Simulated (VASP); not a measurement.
# Sn (Fd-3m) in VASP: a series of runs, part 2 of 2

VASP 6.6.1. Earlier steps stand in the parts before.

**3. Single point, r2SCAN**

This run uses another cell than the first one, of 32.25 Å³/atom.

POSCAR

```
Sn
1.0
    0.0000000000      3.1830282991      3.1830282991
    3.1830282991      0.0000000000      3.1830282991
    3.1830282991      3.1830282991      0.0000000000
Sn
2
Direct
    0.7500000000      0.7500000000      0.7500000000
    0.5000000000      0.5000000000      0.5000000000
```

INCAR.step1

```
ALGO = Normal
EDIFF = 1E-5
ENCUT = 550
GGA = PE
GGA_COMPAT = F
ISMEAR = -1
LASPH = T
LCHARG = F
LREAL = F
LWAVE = T
NBANDS = 21
NELM = 120
PREC = Accurate
SIGMA = 0.05
```

INCAR.step2

```
ALGO = Normal
EDIFF = 1E-6
ENCUT = 550
GGA_COMPAT = F
ISIF = 2
ISMEAR = -1
ISTART = 1
LASPH = T
LCHARG = F
LMIXTAU = T
LREAL = F
LWAVE = F
METAGGA = R2SCAN
NBANDS = 21
NELM = 120
PREC = Accurate
SIGMA = 0.05
```

KPOINTS

```
k-points
0
Gamma
  7 7 7
```

Potentials or basis: VASP PAW PBE potentials, release 64 (Sn_d).

On the command line:

```sh
> cat potpaw_PBE.64/Sn_d/POTCAR > POTCAR
> cp INCAR.step1 INCAR
> mpirun -np 1 vasp_std > vasp.out
> cp INCAR.step2 INCAR
> mpirun -np 1 vasp_std > vasp.out
```

OUTCAR:

```text
EDIFF = 1E-6
   ENCUT = 550
   ISIF = 2
   ISMEAR = -1
   ISTART = 1
   LASPH = T
   LREAL = F
   METAGGA = R2SCAN
   NELM = 120
   PREC = Accurate

 ion  position               nearest neighbor table
   1  0.750  0.750  0.750-   2 2.76   2 2.76   2 2.76   2 2.76
   2  0.500  0.500  0.500-   1 2.76   1 2.76   1 2.76   1 2.76

  LATTYP: Found a face centered cubic cell.
 ALAT       =     6.3660565982

  Lattice vectors:

 A1 = (   0.0000000000,   3.1830282991,   3.1830282991)
[... 660 lines left out ...]
------------------------ aborting loop because EDIFF is reached ----------------------------------------

  FORCE on cell =-STRESS in cart. coord.  units (eV):
  Direction    XX          YY          ZZ          XY          YZ          ZX
  --------------------------------------------------------------------------------------
  -------------------------------------------------------------------------------------
  Total        2.0000154      2.0000154      2.0000154     -0.0000000     -0.0000000     -0.0000000
  in kB       49.6812388     49.6812388     49.6812388     -0.0000000     -0.0000000     -0.0000000
  external PRESSURE =      49.6812388 kB  Pullay stress =       0.0000000 kB

 VOLUME and BASIS-vectors are now :
 -----------------------------------------------------------------------------
  energy-cutoff  :      550.00
  volume of cell :       64.50
      direct lattice vectors                 reciprocal lattice vectors
     0.000000000  3.183028299  3.183028299    -0.157083115  0.157083115  0.157083115
     3.183028299  0.000000000  3.183028299     0.157083115 -0.157083115  0.157083115
     3.183028299  3.183028299  0.000000000     0.157083115  0.157083115 -0.157083115

 POSITION                                       TOTAL-FORCE (eV/Angst)
 -----------------------------------------------------------------------------------
      4.77454      4.77454      4.77454        -0.000000     -0.000000     -0.000000
      3.18303      3.18303      3.18303         0.000000      0.000000      0.000000
 -----------------------------------------------------------------------------------
    total drift:                                0.000000      0.000000      0.000000

  FREE ENERGIE OF THE ION-ELECTRON SYSTEM (eV)
  ---------------------------------------------------
  free  energy   TOTEN  =       -49.3892557253 eV

  energy  without entropy=      -49.3884899038  energy(sigma->0) =      -49.38887281
```

OSZICAR.step1:

```text
N       E                     dE             d eps       ncg     rms          rms(c)
DAV:   1     0.240021315015E+03    0.24002E+03   -0.15432E+04   855   0.208E+03
DAV:   2     0.193210297264E+02   -0.22070E+03   -0.21520E+03   845   0.475E+02
DAV:   3    -0.673577140535E+01   -0.26057E+02   -0.25920E+02   965   0.145E+02
DAV:   4    -0.756044560946E+01   -0.82467E+00   -0.82435E+00   980   0.289E+01
DAV:   5    -0.758848864172E+01   -0.28043E-01   -0.28043E-01  1239   0.522E+00    0.353E+00
DAV:   6    -0.753413619688E+01    0.54352E-01   -0.31134E-02  1140   0.209E+00    0.207E+00
DAV:   7    -0.750858108777E+01    0.25555E-01   -0.51299E-02   922   0.225E+00    0.166E-01
DAV:   8    -0.751059429725E+01   -0.20132E-02   -0.60243E-03   965   0.810E-01    0.549E-02
DAV:   9    -0.751098810242E+01   -0.39381E-03   -0.51185E-04   931   0.137E-01    0.124E-02
DAV:  10    -0.751099908085E+01   -0.10978E-04   -0.25482E-05   835   0.477E-02    0.628E-03
DAV:  11    -0.751100308179E+01   -0.40009E-05   -0.90538E-06   747   0.218E-02
   1 F= -.75110031E+01 E0= -.75102431E+01  d E =-.152004E-02
```

Wall time 2.6 min (1 thread of Intel Xeon 8259CL, shared host); peak memory 0.22 GiB.

Results:

```yaml
Free_energy: -49.3893 eV
Pressure: 5.0 GPa
```

Levels at points of the mesh, in eV from the Fermi level:
| k point | band 12 | band 13 | band 14 | band 15 | band 16 | band 17 |
| --- | --- | --- | --- | --- | --- | --- |
| (0.00, 0.00, 0.00) | -0.07 | -0.07 | -0.07 | 0.00 | 2.14 | 2.14 |

Caveat: the cell stands under pressure; the PAW data sets were made with another functional, which shifts forces and pressure a little; spin-orbit coupling is left out, which moves the levels of the heavy elements.

**4. Single point, r2SCAN**

This run uses another cell than the first one, of 33.95 Å³/atom.

POSCAR

```
Sn
1.0
    0.0000000000      3.2380985247      3.2380985247
    3.2380985247      0.0000000000      3.2380985247
    3.2380985247      3.2380985247      0.0000000000
Sn
2
Direct
    0.7500000000      0.7500000000      0.7500000000
    0.5000000000      0.5000000000      0.5000000000
```

INCAR.step1

```
SYSTEM = Sn
ALGO     = Normal         ! electronic algorithm
EDIFF    = 1E-5           ! SCF threshold, eV
ENCUT    = 550            ! plane-wave cutoff, eV
GGA      = PE             ! functional
GGA_COMPAT= .FALSE.      
ISMEAR   = -1             ! smearing method
LASPH    = .TRUE.         ! aspherical terms in the spheres
LCHARG   = .FALSE.        ! write CHGCAR
LREAL    = .FALSE.        ! projectors in reciprocal space
LWAVE    = .TRUE.         ! write WAVECAR
NBANDS   = 21             ! bands
NELM     = 120            ! most SCF steps
PREC     = Accurate       ! precision mode
SIGMA    = 0.05           ! smearing width, eV
```

INCAR.step2

```
SYSTEM = Sn
ALGO     = Normal         ! electronic algorithm
EDIFF    = 1E-6           ! SCF threshold, eV
ENCUT    = 550            ! plane-wave cutoff, eV
GGA_COMPAT= .FALSE.      
ISIF     = 2              ! what is computed and relaxed
ISMEAR   = -1             ! smearing method
ISTART   = 1            
LASPH    = .TRUE.         ! aspherical terms in the spheres
LCHARG   = .FALSE.        ! write CHGCAR
LMIXTAU  = .TRUE.       
LREAL    = .FALSE.        ! projectors in reciprocal space
LWAVE    = .FALSE.        ! write WAVECAR
METAGGA  = R2SCAN         ! meta-GGA
NBANDS   = 21             ! bands
NELM     = 120            ! most SCF steps
PREC     = Accurate       ! precision mode
SIGMA    = 0.05           ! smearing width, eV
```

KPOINTS

```
k-points
0
G
  7 7 7
  0 0 0
```

On the command line:

```sh
> cat potpaw_PBE.64/Sn_d/POTCAR > POTCAR
> cp INCAR.step1 INCAR
> mpirun -np 1 vasp_std > vasp.out
> cp INCAR.step2 INCAR
> mpirun -np 1 vasp_std > vasp.out
```

It took 2.8 min on 1 thread of Intel Xeon 8259CL, shared host; peak memory 0.22 GiB.

It converged, with:

* Free energy: -49.4633 eV
* Pressure: 2.0 GPa
* Band gap on the k mesh: zero (filled and empty bands touch)

Levels at points of the mesh, in eV from the Fermi level:
| k point | band 10 | band 11 | band 12 | band 13 | band 14 | band 15 | band 16 | band 17 | band 18 | band 19 |
| --- | --- | --- | --- | --- | --- | --- | --- | --- | --- | --- |
| (0.00, 0.00, 0.00) | -22.02 | -11.20 | -0.33 | -0.02 | -0.02 | -0.02 | 2.20 | 2.20 | 2.20 | 5.39 |

Caveat: the PAW data sets were made with another functional, which shifts forces and pressure a little; spin-orbit coupling is left out, which moves the levels of the heavy elements.

**5. Summary**

```csv
cell,gap on the mesh (eV),pressure (GPa)
"a = 4.404 Å, angles 60.0°, 2 atoms",0.47,10.0
"a = 4.501 Å, angles 60.0°, 2 atoms",-,5.0
"a = 4.579 Å, angles 60.0°, 2 atoms",none,2.0
```

Alike in all rows: task single point; level r2SCAN; potentials or basis VASP PAW PBE potentials, release 64 (Sn_d); no spin polarisation; k mesh 7 × 7 × 7; cutoff (eV) 550; smearing fermi-dirac 0.05 eV.

Caveats: the PAW data sets were made with another functional, which shifts forces and pressure a little; spin-orbit coupling is left out, which moves the levels of the heavy elements; the cell stands under pressure (at least some runs); an odd mesh through Γ misses points on the zone boundary, where band edges can lie (at least some runs).

Absolute energies hang on the potentials; compare differences alone.
